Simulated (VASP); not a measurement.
# ZnO (P6_3mc) in VASP: a series of runs

Runs on ZnO. Level: LDA. Tasks: elastic constants.

All numbers are computed with VASP 6.6.1; they aren't measurements. Logs are shortened: lines on timing, memory, paths and dates and some standing lists are left out, and cuts for length are marked.

## Step 1: The cell of the first run

It takes space group P6_3mc (No. 186, hexagonal). The conventional cell has a = 3.187 Å, b = 3.187 Å, c = 5.152 Å, α = 90.00°, β = 90.00°, γ = 120.00°. Zn (site symmetry 3m) has 4 O at 1.94 to 1.95 Å within 2.6 Å. O (site symmetry 3m) has 4 Zn at 1.94 to 1.95 Å within 2.6 Å.

## Step 2: Elastic constants, LDA

Contents of INCAR:

```
SYSTEM = ZnO
  PREC = Accurate
  ENCUT = 600
  EDIFF = 1E-8
  ISMEAR = 0
  SIGMA = 0.01
  LREAL = .FALSE.
  LASPH = .TRUE.
  NELM = 80
  ALGO = Normal
  ISIF = 3
  LWAVE = .FALSE.
  LCHARG = .FALSE.
  IBRION = 6
  NFREE = 2
  POTIM = 0.015
  NSW = 1
```

Contents of KPOINTS:

```
Automatic mesh
0
G
  8 8 4
  0 0 0
```

Contents of POSCAR:

```
ZnO
1.0
    3.1871437907      0.0000000000      0.0000000000
   -1.5935718953      2.7601474882      0.0000000000
    0.0000000000      0.0000000000      5.1524394267
Zn O
2 2
Direct
    0.3333333333      0.6666666667      0.5002837912
    0.6666666667      0.3333333333      0.0002837912
    0.6666666667      0.3333333333      0.3787262088
    0.3333333333      0.6666666667      0.8787262088
```

Potentials or basis: VASP PAW LDA potentials, release 64 (Zn, O).

Started as:

```
> cat potpaw_LDA.64/Zn/POTCAR potpaw_LDA.64/O/POTCAR > POTCAR
> mpirun -np 1 vasp_std > vasp.out
```

OUTCAR:

```text
SYSTEM = ZnO
   PREC = Accurate
   ENCUT = 600
   EDIFF = 1E-8
   ISMEAR = 0
   LREAL = .FALSE.
   LASPH = .TRUE.
   NELM = 80
   ISIF = 3
   IBRION = 6
   NFREE = 2
   POTIM = 0.015
   NSW = 1

 ion  position               nearest neighbor table
   1  0.333  0.667  0.500-   3 1.94   3 1.94   3 1.94   4 1.95
   2  0.667  0.333  0.000-   4 1.94   4 1.94   4 1.94   3 1.95
   3  0.667  0.333  0.379-   1 1.94   1 1.94   1 1.94   2 1.95
   4  0.333  0.667  0.879-   2 1.94   2 1.94   2 1.94   1 1.95

  LATTYP: Found a hexagonal cell.
 ALAT       =     3.1871437907
 C/A-ratio  =     1.6166322466

  Lattice vectors:

 A1 = (   3.1871437907,   0.0000000000,   0.0000000000)
 A2 = (  -1.5935718953,   2.7601474882,   0.0000000000)
 A3 = (   0.0000000000,   0.0000000000,   5.1524394267)

Analysis of symmetry for initial positions (statically):
=====================================================================
 Subroutine PRICEL returns:
 Original cell was already a primitive cell.

 Routine SETGRP: Setting up the symmetry group for a
 hexagonal supercell.

 Subroutine GETGRP returns: Found 12 space group operations
 (whereof  6 operations were pure point group operations)
 out of a pool of 24 trial point group operations.

The static configuration has the point symmetry C_3v.
 The point group associated with its full space group is C_6v.

Analysis of symmetry for dynamics (positions and initial velocities):
=====================================================================
 Subroutine PRICEL returns:
 Original cell was already a primitive cell.

 Routine SETGRP: Setting up the symmetry group for a
 hexagonal supercell.

 Subroutine GETGRP returns: Found 12 space group operations
 (whereof  6 operations were pure point group operations)
 out of a pool of 24 trial point group operations.

The dynamic configuration has the point symmetry C_3v.
 The point group associated with its full space group is C_6v.

 Subroutine INISYM returns: Found 12 space group operations
 (whereof  6 operations are pure point group operations),
 and found     1 'primitive' translations

----------------------------------------------------------------------------------------

                                     Primitive cell

  volume of cell :      45.3259

  direct lattice vectors                    reciprocal lattice vectors
     3.187143791  0.000000000  0.000000000     0.313760554  0.181149740  0.000000000
    -1.593571895  2.760147488  0.000000000     0.000000000  0.362299480  0.000000000
     0.000000000  0.000000000  5.152439427     0.000000000  0.000000000  0.194082825

  length of vectors
     3.187143791  3.187143791  5.152439427     0.362299480  0.362299480  0.194082825

  position of ions in fractional coordinates (direct lattice)
     0.333333333  0.666666667  0.500283791
     0.666666667  0.333333333  0.000283791
     0.666666667  0.333333333  0.378726209
     0.333333333  0.666666667  0.878726209

  ion indices of the primitive-cell ions
   primitive index   ion index
                 1           1
                 2           2
[... 112 lines left out ...]
   NGX = 13   NGY = 13   NGZ = 21

--------------------------------------- Ionic step        1  -------------------------------------------

 number of electron      35.9999997 magnetization

 Free energy of the ion-electron system (eV)
  ---------------------------------------------------
  ext. energy  EPLUGINS =         0.00000000
  ---------------------------------------------------
  free energy    TOTEN  =       -21.16114595 eV

  energy without entropy =      -21.16114595  energy(sigma->0) =      -21.16114595

------------------------ aborting loop because EDIFF is reached ----------------------------------------

  FORCE on cell =-STRESS in cart. coord.  units (eV):
  Direction    XX          YY          ZZ          XY          YZ          ZX
  --------------------------------------------------------------------------------------
  -------------------------------------------------------------------------------------
  Total        0.3076914      0.3076914      0.3066743      0.0000000      0.0000000      0.0000000
  in kB       10.8762470     10.8762470     10.8402961      0.0000000      0.0000000      0.0000000
  external PRESSURE =      10.8642633 kB  Pullay stress =       0.0000000 kB
[... 95 lines left out ...]
  FREE ENERGIE OF THE ION-ELECTRON SYSTEM (eV)
  ---------------------------------------------------
  free  energy   TOTEN  =       -21.1463397213 eV

  energy  without entropy=      -21.1463397213  energy(sigma->0) =      -21.14633972

[... ionic steps 4 to 18 ...]

--------------------------------------- Ionic step       19  -------------------------------------------

 number of electron      35.9999996 magnetization

------------------------ aborting loop because EDIFF is reached ----------------------------------------
[... 71 lines left out ...]
--------------------------------------- Ionic step       21  -------------------------------------------

 number of electron      35.9999999 magnetization

 Free energy of the ion-electron system (eV)
  ---------------------------------------------------
  ext. energy  EPLUGINS =         0.00000000
  ---------------------------------------------------
  free energy    TOTEN  =       -21.15969601 eV

  energy without entropy =      -21.15969601  energy(sigma->0) =      -21.15969601

 E-fermi :   1.4814     XC(G=0): -11.7252

 val. band max:        1.3469869119   @ k =   0.0000   0.0000   0.0000
 cond. band min:       2.1576917332   @ k =   0.0000   0.0000   0.0000
 fundamental gap:      0.8107048213
 Fermi energy:         1.4813668415

 k-point     1 :       0.0000    0.0000    0.0000
  band No.  band energies     occupation
      1     -16.8745      2.00000
      2     -16.0297      2.00000
      3      -4.7873      2.00000
      4      -4.6748      2.00000
      5      -4.6748      2.00000
      6      -4.6585      2.00000
[... 589 lines left out ...]
     21      10.1226      0.00000
     22      10.1978      0.00000

 [... further k-points ...]
[... 5 lines left out ...]
  --------------------------------------------------------------------------------------
  -------------------------------------------------------------------------------------
  Total        0.2238162      0.2238162      0.4682833      0.0000000      0.0000000     -0.0000000
  in kB        7.9114364      7.9114364     16.5528377      0.0000000      0.0000000     -0.0000000
  external PRESSURE =      10.7919035 kB  Pullay stress =       0.0000000 kB
[... 19 lines left out ...]
  FREE ENERGIE OF THE ION-ELECTRON SYSTEM (eV)
  ---------------------------------------------------
  free  energy   TOTEN  =       -21.1596960075 eV

  energy  without entropy=      -21.1596960075  energy(sigma->0) =      -21.15969601

 INTERNAL STRAIN TENSORS FROM STRAINED CELLS
 ============================================

 INTERNAL STRAIN TENSOR FOR ION    1 for displacements in x,y,z  (eV/Angst):
          X           Y           Z          XY          YZ          ZX
  --------------------------------------------------------------------------------
  x    -0.00000     0.00000    -0.00000    -8.29045    -0.00000    -5.29248
  y    -8.32452     8.34941    -0.00000    -0.00004    -5.28905    -0.00001
  z    -5.38264    -5.39090    10.52096     0.00062    -0.00102     0.00004

 INTERNAL STRAIN TENSORS FROM DISPLACED ATOMS
 ============================================

 INTERNAL STRAIN TENSOR FOR ION    1 for displacements in x,y,z  (eV/Angst):
          X           Y           Z          XY          YZ          ZX
  --------------------------------------------------------------------------------
  x    -0.00000     0.00000     0.00000    -8.30204    -0.00000    -5.28947
  y    -8.30204     8.30204     0.00000     0.00000    -5.28947    -0.00000
  z    -5.33831    -5.33831    10.48969    -0.00000     0.00000     0.00000

 INTERNAL STRAIN TENSOR FOR ION    4 for displacements in x,y,z  (eV/Angst):
          X           Y           Z          XY          YZ          ZX
  --------------------------------------------------------------------------------
  x    -0.00000     0.00000     0.00000    -9.29250     0.00000     5.29511
  y    -9.29250     9.29250    -0.00000     0.00000     5.29511     0.00000
  z     5.40439     5.40439   -10.44251     0.00000     0.00000     0.00000

 Eigenvectors and eigenvalues of the dynamical matrix
 ----------------------------------------------------

   1 f  =   16.824427 THz   105.710990 2PiTHz  561.202461 cm-1    69.580206 meV
             X         Y         Z           dx          dy          dz
     -0.000000  1.840098  2.577682    -0.000000   -0.000000   -0.100744
      1.593572  0.920049  0.001462     0.000000    0.000000    0.100744
      1.593572  0.920049  1.951364     0.000000    0.000000   -0.699893
     -0.000000  1.840098  4.527584    -0.000000   -0.000000    0.699893
[... 71 lines left out ...]
  12 f/i=    0.002529 THz     0.015888 2PiTHz    0.084345 cm-1     0.010457 meV
             X         Y         Z           dx          dy          dz
     -0.000000  1.840098  2.577682     0.000000   -0.000000    0.633738
      1.593572  0.920049  0.001462     0.000000   -0.000000    0.633738
      1.593572  0.920049  1.951364     0.000000   -0.000000    0.313649
     -0.000000  1.840098  4.527584     0.000000   -0.000000    0.313649

--------------------------------------------------------------------------------------------------------

 ELASTIC MODULI CONTR FROM IONIC RELAXATION (kBar)
 Direction    XX          YY          ZZ          XY          YZ          ZX
 --------------------------------------------------------------------------------
 XX        -876.7217    340.8480    522.0774     -0.0000      0.0000      0.0000
 YY         340.8480   -876.7217    522.0774     -0.0000     -0.0000     -0.0000
 ZZ         522.0774    522.0774  -1017.2728      0.0000     -0.0000     -0.0000
 XY          -0.0000     -0.0000      0.0000   -608.7848     -0.0000      0.0000
 YZ           0.0000     -0.0000     -0.0000     -0.0000   -237.4948     -0.0000
 ZX           0.0000     -0.0000     -0.0000      0.0000     -0.0000   -237.4947
 --------------------------------------------------------------------------------

 TOTAL ELASTIC MODULI (kBar)
 Direction    XX          YY          ZZ          XY          YZ          ZX
 --------------------------------------------------------------------------------
 XX        2221.1591   1428.8436   1282.7309      0.0000      0.0000      0.0000
 YY        1428.8436   2221.1591   1282.7309      0.0000     -0.0000     -0.0000
 ZZ        1282.7309   1282.7309   2409.2501      0.0000     -0.0000     -0.0000
 XY           0.0000      0.0000      0.0000    396.1578     -0.0000      0.0000
 YZ           0.0000     -0.0000     -0.0000     -0.0000    364.5456      0.0000
 ZX           0.0000     -0.0000     -0.0000      0.0000      0.0000    364.5456
 --------------------------------------------------------------------------------
```

Wall time 23 min (1 thread of AMD EPYC 7R43 (Zen 3), shared host); peak memory 0.28 GiB.

What came out:

```
Voigt bulk modulus                                      : 165 GPa
Highest phonon frequency at Γ, LO-TO splitting left out : 561 cm⁻¹
```

Phonon frequencies in cm⁻¹ (negative: imaginary):
```csv
q point,frequencies
"(0.000, 0.000, 0.000)",0 0 0 88 88 264 401 420 420 453 453 561
```

Elastic tensor in Voigt notation (GPa, in the Cartesian axes of the cell as first typed):
```
222 143 128   0   0   0
143 222 128   0   0   0
128 128 241   0   0   0
  0   0   0  36   0   0
  0   0   0   0  36   0
  0   0   0   0   0  40
```

Clamped-ion elastic tensor (GPa):
```
310 109  76   0   0   0
109 310  76   0   0   0
 76  76 343   0   0   0
  0   0   0  60   0   0
  0   0   0   0  60   0
  0   0   0   0   0 100
```

Caveat: the cell is under stress, which shifts elastic constants.

(Part 1 of 2 ends here.)
